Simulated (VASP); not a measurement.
Wanted: the native input for a VASP 6.6.1 run.

- Task: single point
- Functional: PBE
- Potentials or basis: VASP PAW PBE potentials, release 64 (Ti_sv, B)
- Cutoff: 520 eV
- k mesh: 15 × 15 × 14
- Occupations: gaussian, width 0.1 eV
- Spin: no spin polarisation
- Dipole correction: no
- Further INCAR settings: ALGO = Normal; EDIFF = 1e-06; NBANDS = 16

The structure of TiB2 lies in POSCAR:

```
TiB2
1.0
    3.2140731664      0.0000000000      0.0000000000
   -1.6070365832      2.7834690118      0.0000000000
    0.0000000000      0.0000000000      3.1425720048
Ti B
1 2
Direct
    0.0000000000      0.0000000000      0.0000000000
    0.3333333333      0.6666666667      0.5000000000
    0.6666666667      0.3333333333      0.5000000000
```

This cell differs from its parent crystal: biaxial strain in the a-b plane: +6.0 %, then relaxed in part.

The input as run:

INCAR

```
SYSTEM = TiB2
ALGO     = Normal         ! electronic algorithm
EDIFF    = 1E-6           ! SCF threshold, eV
ENCUT    = 520            ! plane-wave cutoff, eV
GGA      = PE             ! functional
ISIF     = 2              ! what is computed and relaxed
ISMEAR   = 0              ! smearing method
LASPH    = .True.         ! aspherical terms in the spheres
LCHARG   = .True.         ! write CHGCAR
LELF     = .True.         ! ELF
LREAL    = .False.        ! projectors in reciprocal space
LVHAR    = .True.       
LWAVE    = .False.        ! write WAVECAR
NBANDS   = 16             ! bands
NELM     = 100            ! most SCF steps
PREC     = Accurate       ! precision mode
SIGMA    = 0.1            ! smearing width, eV
```

KPOINTS

```
k-points
0
Gamma
  15 15 14
  0 0 0
```

Potentials or basis: VASP PAW PBE potentials, release 64 (Ti_sv, B).

The run is started by

```bash
$ cat potpaw_PBE.64/Ti_sv/POTCAR potpaw_PBE.64/B/POTCAR > POTCAR
$ mpirun -np 1 vasp_std > vasp.out
```

It gave:

* Pressure: -21.2 GPa
* Band gap on the k mesh: zero (band 9 reaches 9.50 eV, above the bottom of band 10 at 8.39 eV)

Caveat: the cell differs from its parent crystal (biaxial strain in the a-b plane: +6.0 %, then relaxed in part).

Run time: 110 s on 1 thread of Intel Xeon 8259CL, on a shared host, peak memory 0.21 GiB.
